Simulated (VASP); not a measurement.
Write the native input for VASP 6.6.1 that does the following.

```yaml
Task: single point
Functional: PBE
Potentials_or_basis: VASP PAW PBE potentials, release 64 (Mn_pv, O)
Cutoff: 520 eV
k_mesh: 5 × 5 × 7
Occupations: gaussian, width 0.1 eV
Spin: collinear spin
Starting_moments: "[0.0, 4.5, 0.0, 0.0, 0.0, 0.0] μB"
Hubbard_terms: Mn d U = 6.3 eV
Dipole_correction: no
Further_INCAR_settings: ALGO = Normal; EDIFF = 1e-07; NBANDS = 38
```

The structure of MnO2 lies in POSCAR:

```
MnO2
1.0
    4.3983000000      0.0000000000      0.0000000000
    0.0000000000      4.3983000000      0.0000000000
    0.0000000000      0.0000000000      2.8730000000
Mn O
2 4
Direct
    0.0000000000      0.0000000000      0.0000000000
    0.5000000000      0.5000000000      0.5000000000
    0.3051500000      0.3051500000      0.0000000000
    0.1948500000      0.8051500000      0.5000000000
    0.6948500000      0.6948500000      0.0000000000
    0.8051500000      0.1948500000      0.5000000000
```

One way to write it, as run:

INCAR

```
PREC = Accurate
ENCUT = 520
EDIFF = 1E-7
ISMEAR = 0
SIGMA = 0.1
LREAL = False
LASPH = True
NELM = 150
ALGO = Normal
ISIF = 2
LWAVE = False
LCHARG = False
ISPIN = 2
MAGMOM = 0 4.5 0 0 0 0
LORBIT = 11
LMAXMIX = 4
LDAU = True
LDAUTYPE = 2
LDAUL = 2 -1
LDAUU = 6.3 0
LDAUJ = 0 0
LDAUPRINT = 1
GGA = PE
NBANDS = 38
```

KPOINTS

```
regular mesh
0
Gamma
  5 5 7
```

Potentials or basis: VASP PAW PBE potentials, release 64 (Mn_pv, O).

The run is started by

```sh
$ cat potpaw_PBE.64/Mn_pv/POTCAR potpaw_PBE.64/O/POTCAR > POTCAR
$ mpirun -np 1 vasp_std > vasp.out
```

It gave:

```
Pressure                                              : 12.6 GPa
Largest force                                         : 0.425 eV/Å
Band gap on the k mesh                                : zero (filled and empty bands overlap)
Net moment                                            : 2.01 μB per cell
Site moments                                          : Mn -1.09, +3.17; O -0.05, +0.00 (each value once) μB
Valence electrons inside the program's atomic spheres : Mn 11.66, 11.65; O 5.06
```

Caveat: the cell stands under pressure.

Wall time 4.1 min on 1 thread of Intel Xeon 8259CL, on a shared host, peak memory 0.27 GiB.
